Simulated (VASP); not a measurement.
Wanted: the native input for a VASP 6.6.1 run.

* Task: single point
* Functional: PBE
* Potentials or basis: VASP PAW PBE potentials, release 64 (Zn, S)
* Cutoff: 500 eV
* k mesh: 5 × 5 × 5
* Occupations: gaussian, width 0.01 eV
* Spin: no spin polarisation
* Dipole correction: no
* Further INCAR settings: ALGO = Normal; EDIFF = 1e-06; NBANDS = 16

The structure of ZnS lies in POSCAR:

```
ZnS
1.0
    0.0000000000      2.6569712415      2.6569712415
    2.6569712415      0.0000000000      2.6569712415
    2.6569712415      2.6569712415      0.0000000000
Zn S
1 1
Direct
    0.2500000000      0.2500000000      0.2500000000
    0.0000000000      0.0000000000      0.0000000000
```

One way to write it, as run:

INCAR

```
SYSTEM = ZnS
PREC = Accurate
ENCUT = 500
EDIFF = 1E-6
ISMEAR = 0
SIGMA = 0.01
LREAL = .FALSE.
LASPH = .TRUE.
NELM = 120
ALGO = Normal
ISIF = 2
LWAVE = .FALSE.
LCHARG = .FALSE.
GGA = PE
NBANDS = 16
GGA_COMPAT = .FALSE.
```

KPOINTS

```
Automatic mesh
0
G
  5 5 5
  0 0 0
```

Potentials or basis: VASP PAW PBE potentials, release 64 (Zn, S).

The run is started by

```sh
$ cat potpaw_PBE.64/Zn/POTCAR potpaw_PBE.64/S/POTCAR > POTCAR
$ mpirun -np 1 vasp_std > vasp.out
```

It gave:

```json
{
 "Pressure": "6.2 GPa",
 "Band gap on the k mesh": "2.34 eV, direct"
}
```

Run time: 4.9 s on 1 thread of Intel(R) Xeon(R) Platinum 8488C (Sapphire Rapids), with other jobs on the host, peak memory 0.15 GiB.
